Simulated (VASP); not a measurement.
## InP: single point with PBE

The system is InP, a slab with vacuum.

```
P In
1.0
     4.21440    0.00000    0.00000
    -2.10720    3.64978    0.00000
     0.00000    0.00000   26.18340
P In
4 4
Direct
  0.00000 0.00000 0.28620
  0.33333 0.66667 0.41878
  0.66667 0.33333 0.55071
  0.00000 0.00000 0.68386
  0.33333 0.66667 0.31588
  0.66667 0.33333 0.44898
  0.00000 0.00000 0.58157
  0.33333 0.66667 0.71402
```

```json
{"Program": "VASP 6.6.1", "Task": "single point", "Functional": "PBE", "Potentials or basis": "VASP PAW PBE potentials, release 64 (P, In_d)", "Cutoff": "520 eV", "k mesh": "9 × 9 × 1", "Occupations": "gaussian, width 0.05 eV", "Spin": "no spin polarisation"}
```

```yaml
Largest_force: 0.014 eV/Å
Band_gap_on_the_k_mesh: zero (bands 36 and 37 overlap by 0.17 eV)
```

Forces on the atoms (eV/Å):
```
P    0.000  0.000  0.004
P    0.000  0.000 -0.006
P    0.000  0.000 -0.002
P    0.000  0.000  0.000
In   0.000  0.000  0.001
In   0.000  0.000  0.009
In   0.000  0.000 -0.014
In   0.000  0.000  0.007
```

Levels at points of the mesh, in eV from the Fermi level:
| k point | band 34 | band 35 | band 36 | band 37 | band 38 | band 39 |
| --- | --- | --- | --- | --- | --- | --- |
| (0.00, 0.00, 0.00) | -0.62 | 0.13 | 0.17 | 0.17 | 0.59 | 1.19 |

Run time: 20 min on 1 thread of Intel Xeon 8259CL, with other jobs on the host, peak memory 0.57 GiB.

Caveat: spin-orbit coupling is left out, which moves the levels of the heavy elements.
